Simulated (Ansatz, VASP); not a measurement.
GaN in VASP and in Ansatz

```
Ga N
1.0
     3.15180    0.00000    0.00000
    -1.57590    2.72954    0.00000
     0.00000    0.00000    5.13848
Ga N
2 2
Direct
  0.66667 0.33333 0.49930
  0.33333 0.66667 0.99930
  0.66667 0.33333 0.87570
  0.33333 0.66667 0.37570
```

Alike in both runs: functional LDA; k mesh 12 × 12 × 6; occupations gaussian, width 0.02 eV; no spin polarisation.

Ansatz relaxed the structure, and its values are those at the end. VASP's run is a single point on that final structure, the one shown.

|  | VASP | Ansatz |
| --- | --- | --- |
| version | VASP 6.6.1 | Ansatz 0.2.0 |
| potentials or method | VASP PAW LDA potentials, release 64 (Ga_d, N), cutoff 520 eV | scalar-relativistic, plane waves, PAW |
| valence electrons in the cell | 36 | 36 |

```tsv
	VASP	Ansatz	Ansatz less VASP
gap on the k mesh at the Fermi level (eV)	2.15	2.13	-0.017
least direct gap on the mesh (eV)	2.15	2.13	-0.017
pressure (GPa)	1.1	0.0	-1.09
```

LDA's correlation is that of Perdew and Zunger in VASP and of Perdew and Wang (1992) in Ansatz.
